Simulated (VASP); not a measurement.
Here is a VASP 6.6.1 calculation.

The input INCAR:

```
SYSTEM = Re
PREC = Accurate
ENCUT = 520
EDIFF = 1E-6
ISMEAR = 0
SIGMA = 0.15
LREAL = .False.
LASPH = .True.
NELM = 60
ALGO = Fast
ISIF = 2
LWAVE = .False.
LCHARG = .True.
GGA = PE
LELF = .True.
LVHAR = .True.
NBANDS = 10
```

File KPOINTS:

```
regular mesh
0
Gamma
  20 20 20
  0 0 0
```

File POSCAR:

```
Re
1.0
    0.0000000000      1.9848750000      1.9750000000
    1.9750000000      0.0000000000      1.9750000000
    1.9750000000      1.9848750000      0.0000000000
Re
1
Direct
    0.0000000000      0.0000000000      0.0000000000
```

Potentials or basis: VASP PAW PBE potentials, release 64 (Re).

The run is started by

```bash
$ cat potpaw_PBE.64/Re/POTCAR > POTCAR
$ mpirun -np 1 vasp_std > vasp.out
```

Estimate the band gap on the k mesh.

zero (an odd number of electrons rules out a gap without spin polarisation).

What does it give for the pressure?

-11.5 GPa.

Stress tensor (GPa, compression positive):
```
-11.07   0.00   0.00
  0.00 -12.40   0.00
  0.00   0.00 -11.07
```

Caveat: the cell differs from its parent crystal (strain +0.0050 x Voigt [0, 1, 0, 0, 0, 0]); the cell stands under tension; spin-orbit coupling is left out, which moves the levels of the heavy elements.
